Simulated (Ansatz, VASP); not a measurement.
Si3F: VASP beside Ansatz

The input INCAR:

```
SYSTEM = Si3F
PREC     = Accurate       ! precision mode
ENCUT    = 520            ! plane-wave cutoff, eV
EDIFF    = 1E-6           ! SCF threshold, eV
ISMEAR   = 0              ! smearing method
SIGMA    = 0.1            ! smearing width, eV
LREAL    = .FALSE.        ! projectors in reciprocal space
LASPH    = .TRUE.         ! aspherical terms in the spheres
NELM     = 150            ! most SCF steps
ALGO     = Normal         ! electronic algorithm
ISIF     = 2              ! what is computed and relaxed
LWAVE    = .FALSE.        ! write WAVECAR
LCHARG   = .FALSE.        ! write CHGCAR
ISPIN    = 2              ! spin polarisation
MAGMOM   = 0 0 0 1        ! initial moments
LORBIT   = 11             ! projections on sites
GGA      = PE             ! functional
NBANDS   = 22             ! bands
```

File KPOINTS:

```
regular mesh
0
G
  6 6 6
  0 0 0
```

File POSCAR:

```
Si3F
1.0
    0.0000000000      2.9996543661      2.9996543661
    2.9996543661      0.0000000000      2.9996543661
    2.9996543661      2.9996543661      0.0000000000
Si F
3 1
Direct
    0.7500000000      0.7500000000      0.7500000000
    0.2500000000      0.2500000000      0.2500000000
    0.0000000000      0.0000000000      0.0000000000
    0.5000000000      0.5000000000      0.5000000000
```

Input for Ansatz:

```yaml
crystal:
  lattice:
    - [0.0, 2.9996543661, 2.9996543661]
    - [2.9996543661, 0.0, 2.9996543661]
    - [2.9996543661, 2.9996543661, 0.0]
  atoms:
    - { symbol: Si, position: [0.75, 0.75, 0.75] }
    - { symbol: Si, position: [0.25, 0.25, 0.25] }
    - { symbol: Si, position: [0.0, 0.0, 0.0] }
    - { symbol: F, position: [0.5, 0.5, 0.5], spin: 1.0 }
basis:
  ecutwfc: 420
kpoints:
  mp_grid: { grid: [6, 6, 6] }
hamiltonian:
  xc: pbe
scf:
  occupations: { method: gaussian, width: 0.1 }
  lower_state_search: "off"
output:
  forces: true
  stress: true
  eigenvalues: true
  populations: true
magnetization:
  spin_polarized: true
```

Alike in both runs: task single point; functional PBE; k mesh 6 × 6 × 6; occupations gaussian, width 0.1 eV; collinear spin.

```csv
,VASP,Ansatz
version,VASP 6.6.1,Ansatz 0.2.0
potentials or method,"VASP PAW PBE potentials, release 64 (Si, F), cutoff 520 eV","scalar-relativistic, plane waves, PAW"
valence electrons in the cell,19,19
```

VASP gave:

```
gap on the k mesh at the Fermi level (eV) : none
pressure (GPa)                            : -0.2
net moment per atom (μB)                  : 0.00
```

Question: Estimate Ansatz's values.

Answer: gap on the k mesh at the Fermi level (eV): none; pressure (GPa): 0.0; net moment per atom (μB): 0.00.

A gap of «none» marks a metal or a gap that the smearing closes. Ansatz's warnings: seeded moment not kept.
